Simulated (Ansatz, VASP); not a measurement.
One calculation of La, two programs

INCAR

```
SYSTEM = La
PREC = Accurate ; ENCUT = 520
EDIFF = 1E-7 ; ISMEAR = 0
SIGMA = 0.05 ; LREAL = .False.
LASPH = .True. ; NELM = 60
ALGO = Fast ; ISIF = 2
LWAVE = .False. ; LCHARG = .True.
GGA = PE ; LELF = .True.
LVHAR = .True. ; NBANDS = 12
```

KPOINTS

```
Automatic mesh
0
Gamma
  12 12 12
  0 0 0
```

POSCAR

```
La
1.0
    0.0000000000      2.6362201090      2.6362201090
    2.6362201090      0.0000000000      2.6362201090
    2.6362201090      2.6362201090      0.0000000000
La
1
Direct
    0.0000000000      0.0000000000      0.0000000000
```

Input for Ansatz:

```yaml
crystal:
  lattice:
    - [0.0, 2.636220109, 2.636220109]
    - [2.636220109, 0.0, 2.636220109]
    - [2.636220109, 2.636220109, 0.0]
  atoms:
    - { symbol: La, position: [0.0, 0.0, 0.0] }
basis:
  ecutwfc: 420
  ecutrho_ratio: 4
kpoints:
  mp_grid: { grid: [12, 12, 12] }
hamiltonian:
  xc: pbe
scf:
  occupations: { method: gaussian, width: 0.05 }
output:
  forces: true
  stress: true
  eigenvalues: true
```

Alike in both runs: task single point; functional PBE; k mesh 12 × 12 × 12; occupations gaussian, width 0.05 eV; no spin polarisation.

|  | VASP | Ansatz |
| --- | --- | --- |
| version | VASP 6.6.1 | Ansatz 0.2.0 |
| potentials or method | VASP PAW PBE potentials, release 64 (La), cutoff 520 eV | scalar-relativistic, plane waves, PAW |
| valence electrons in the cell | 11 | 11 |

|  | VASP | Ansatz | Ansatz less VASP |
| --- | --- | --- | --- |
| gap on the k mesh at the Fermi level (eV) | none | none | - |
| pressure (GPa) | 0.1 | 0.0 | -0.05 |

A gap of «none» marks a metal or a gap that the smearing closes.

Spin-orbit coupling is off throughout.
